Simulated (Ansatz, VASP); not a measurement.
**CuI in VASP and in Ansatz**

Contents of INCAR:

```
ALGO = Normal ; EDIFF = 1E-6
ENCUT = 520 ; GGA = PE
ISIF = 2 ; ISMEAR = 0
LASPH = True ; LCHARG = False
LREAL = False ; LWAVE = False
NBANDS = 16 ; NELM = 100
PREC = Accurate ; SIGMA = 0.025
```

The input KPOINTS:

```
k-points
0
Gamma
  8 8 8
```

File POSCAR:

```
CuI
1.0
    0.0000000000      3.0315000000      3.0315000000
    3.0315000000      0.0000000000      3.0315000000
    3.0315000000      3.0315000000      0.0000000000
I Cu
1 1
Direct
    0.0000000000      0.0000000000      0.0000000000
    0.7500000000      0.7500000000      0.7500000000
```

input.yaml

```yaml
crystal:
  lattice:
    - [0.0, 3.0315, 3.0315]
    - [3.0315, 0.0, 3.0315]
    - [3.0315, 3.0315, 0.0]
  atoms:
    - { symbol: I, position: [0.0, 0.0, 0.0] }
    - { symbol: Cu, position: [0.75, 0.75, 0.75] }
kpoints:
  mp_grid: { grid: [8, 8, 8] }
scf:
  occupations: { method: gaussian, width: 0.025 }
hamiltonian:
  xc: pbe
  pseudopotentials: { kind: all_electron, lapw: { basis_error: 0.001 } }
output:
  forces: true
  stress: true
  eigenvalues: true
```

Alike in both runs: task single point; functional PBE; k mesh 8 × 8 × 8; occupations gaussian, width 0.025 eV; no spin polarisation.

```csv
,VASP,Ansatz
version,VASP 6.6.1,Ansatz 0.2.0
potentials or method,"VASP PAW PBE potentials, release 64 (I, Cu), cutoff 520 eV","all-electron LAPW, scalar-relativistic"
```

```csv
,VASP,Ansatz,Ansatz less VASP
gap on the k mesh at the Fermi level (eV),1.14,1.12,-0.023
least direct gap on the mesh (eV),1.14,1.12,-0.023
pressure (GPa),0.7,0.3,-0.36
```

Ansatz ran all-electron here, and VASP with PAW potentials.

Spin-orbit coupling is off throughout.
